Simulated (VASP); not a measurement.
Write the native input for VASP 6.6.1 that does the following.

- Task: relaxation of cell and atoms
- Functional: PBEsol
- Potentials or basis: VASP PAW PBE potentials, release 64 (La)
- Cutoff: 600 eV
- k mesh: 8 × 8 × 3
- Occupations: fermi-dirac, width 0.05 eV
- Spin: no spin polarisation
- Dipole correction: no
- Further INCAR settings: ALGO = Fast; EDIFF = 1e-07; IBRION = 2; EDIFFG = -0.01; NSW = 60; ISIF = 3

The structure of La lies in POSCAR:

```
La
1.0
    3.7700000000      0.0000000000      0.0000000000
   -1.8850000000      3.2649157723      0.0000000000
    0.0000000000      0.0000000000     12.1590000000
La
4
Direct
    0.6666666667      0.3333333333      0.2500000000
    0.3333333333      0.6666666667      0.7500000000
    0.0000000000      0.0000000000      0.5000000000
    0.0000000000      0.0000000000      0.0000000000
```

These files were run (other wordings do the same):

INCAR

```
PREC = Accurate
ENCUT = 600
EDIFF = 1E-7
ISMEAR = -1
SIGMA = 0.05
LREAL = F
LASPH = T
NELM = 60
ALGO = Fast
ISIF = 3
LWAVE = F
LCHARG = F
GGA = PS
IBRION = 2
NSW = 60
EDIFFG = -0.01
```

KPOINTS

```
regular mesh
0
Gamma
  8 8 3
```

Potentials or basis: VASP PAW PBE potentials, release 64 (La).

Command:

```bash
$ cat potpaw_PBE.64/La/POTCAR > POTCAR
$ mpirun -np 1 vasp_std > vasp.out
```

It gave:

The relaxed volume is 34.05 Å³/atom. The relaxed cell is a = 3.656 Å, b = 3.656 Å, c = 11.762 Å, α = 90.00°, β = 90.00°, γ = 120.00°. The space group after relaxing (to 0.1 Å) is P6_3/mmc (No. 194) and the energy gained by relaxing is 25.0 meV/atom. The ionic steps are 6 and the pressure after relaxing is 0.0 GPa. The band gap on the k mesh is zero (bands 22 and 23 overlap by 1.20 eV).

Caveat: the PAW data sets were made with another functional, which shifts forces and pressure a little; spin-orbit coupling is left out, which moves the levels of the heavy elements.

Run time: 50 min on 1 thread of Intel(R) Xeon(R) Platinum 8375C CPU @ 2.90GHz (Ice Lake) (shared host), peak memory 0.36 GiB.
